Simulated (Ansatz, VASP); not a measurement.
# B3N2 in VASP and in Ansatz

```
B N
1.0
     1.98324    1.14503    4.15243
    -1.98324    1.14503    4.15243
     0.00000   -2.29005    4.15243
B N
3 2
Cartesian
  -0.5494 -1.3384 4.1524
  1.4338 0.1934 4.1524
  -0.8844 1.1450 4.1524
  0.0000 0.0000 4.1532
  0.0000 0.0000 8.3041
```

Change from the starting cell: species swapped into the Ni3Se2 type (R32, No. 155).

Alike in both runs: functional PBE; k mesh 12 × 12 × 12; occupations gaussian, width 0.1 eV; no spin polarisation.

Ansatz relaxed the structure, and its values are those at the end. VASP's run is a single point on that final structure, the one shown.

```csv
,VASP,Ansatz
version,VASP 6.6.1,Ansatz 0.2.0
potentials or method,"VASP PAW PBE potentials, release 64 (B, N), cutoff 520 eV","scalar-relativistic, plane waves, PAW"
valence electrons in the cell,19,19
```

|  | VASP | Ansatz | Ansatz less VASP |
| --- | --- | --- | --- |
| gap on the k mesh at the Fermi level (eV) | none | none | - |
| pressure (GPa) | 0.1 | 0.0 | -0.06 |
| rms of the force components (eV/Å) | 0.012 | 0.000 | -0.0121 |

A gap of «none» marks a metal or a gap that the smearing closes. The functional is the same, so the differences come from potentials, cutoffs and numerics.
